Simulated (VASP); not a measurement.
Write the native input for VASP 6.6.1 that does the following.

```yaml
Task: single point
Functional: PBE
Potentials_or_basis: VASP PAW PBE potentials, release 64 (Be, Zn, O)
Cutoff: 600 eV
k_mesh: 4 × 4 × 3
Occupations: gaussian, width 0.2 eV
Spin: no spin polarisation
Dipole_correction: no
Further_INCAR_settings: ALGO = Normal; EDIFF = 1e-06; NBANDS = 37
```

The structure of BeZn4O lies in POSCAR:

```
BeZn4O
1.0
    5.2506300991      0.0000000000      0.0000000000
    0.0000000000      5.2506300991      0.0000000000
    0.0000000000      0.0000000000      3.2547088615
Be Zn O
1 4 1
Direct
    0.0000000000      0.0000000000      0.0009392845
    0.7034891200      0.1767307868      0.5017608454
    0.2965108800      0.8232692132      0.5017608454
    0.8232692132      0.7034891200      0.5017608454
    0.1767307868      0.2965108800      0.5017608454
    0.5000000000      0.5000000000      0.4974890938
```

One way to write it, as run:

INCAR

```
  ALGO = Normal
  EDIFF = 1E-6
  ENCUT = 600
  GGA = PE
  GGA_COMPAT = False
  ISIF = 2
  ISMEAR = 0
  LASPH = True
  LCHARG = True
  LELF = True
  LREAL = False
  LVHAR = True
  LWAVE = False
  NBANDS = 37
  NELM = 120
  PREC = Accurate
  SIGMA = 0.2
```

KPOINTS

```
k-points
0
Gamma
  4 4 3
```

Potentials or basis: VASP PAW PBE potentials, release 64 (Be, Zn, O).

Run with:

```sh
$ cat potpaw_PBE.64/Be/POTCAR potpaw_PBE.64/Zn/POTCAR potpaw_PBE.64/O/POTCAR > POTCAR
$ mpirun -np 1 vasp_std > vasp.out
```

It gave:

```json
{
  "Pressure": "0.3 GPa",
  "Largest force": "0.015 eV/Å",
  "Band gap on the k mesh": "zero (band 28 reaches 3.04 eV, above the bottom of band 29 at 1.41 eV)"
}
```

Caveat: the k points lie up to 0.64 Å⁻¹ apart.

Run time: 30 s on 1 thread of AMD EPYC 9R45 96-Core Processor (Zen 5), with other jobs on the host, peak memory 0.19 GiB.
